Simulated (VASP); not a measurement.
# Cd3HgS4: single point with PBE

The system is Cd3HgS4.

```
Cd Hg S
1.0
    -2.97100    2.97100    5.94265
     2.97100   -2.97100    5.94265
     2.97100    2.97100   -5.94265
Cd Hg S
3 1 4
Direct
  0.00000 0.00000 0.00000
  0.25000 0.75000 0.50000
  0.75000 0.25000 0.50000
  0.50000 0.50000 0.00000
  0.87800 0.87800 0.50411
  0.37389 0.37389 0.49589
  0.12200 0.62611 0.00000
  0.62611 0.12200 0.00000
```

```json
{
  "Program": "VASP 6.6.1",
  "Task": "single point",
  "Functional": "PBE",
  "Potentials or basis": "VASP PAW PBE potentials, release 64 (Cd, Hg, S)",
  "Cutoff": "520 eV",
  "k mesh": "6 × 6 × 6",
  "Occupations": "gaussian, width 0.02 eV",
  "Spin": "no spin polarisation"
}
```

The pressure is 0.3 GPa. The band gap on the k mesh is 0.63 eV.

Forces in eV/Å, atoms in the order of the input:
```
Cd   0.000  0.000  0.000
Cd   0.000  0.000  0.000
Cd   0.000  0.000  0.000
Hg   0.000  0.000  0.000
S    0.000  0.000  0.002
S    0.000  0.000  0.002
S    0.000  0.000 -0.002
S    0.000  0.000 -0.002
```

Levels at points of the mesh, in eV from the valence-band top:
| k point | band 34 | band 35 | band 36 | band 37 | band 38 | band 39 |
| --- | --- | --- | --- | --- | --- | --- |
| (0.00, 0.00, 0.00) | 0.00 | 0.00 | 0.00 | 0.63 | 3.62 | 3.78 |
| (0.50, 0.00, 0.00) | -1.25 | -0.80 | -0.65 | 2.97 | 3.55 | 4.33 |
| (0.50, 0.50, 0.00) | -0.69 | -0.65 | -0.62 | 2.17 | 2.83 | 3.71 |
| (0.50, 0.50, 0.50) | -1.07 | -0.87 | -0.87 | 2.79 | 3.33 | 3.62 |

Run time: 5.5 min on 1 thread of AMD EPYC 9R45 96-Core Processor (Zen 5) (shared host), peak memory 0.52 GiB.

Caveat: spin-orbit coupling is left out, which moves the levels of the heavy elements.
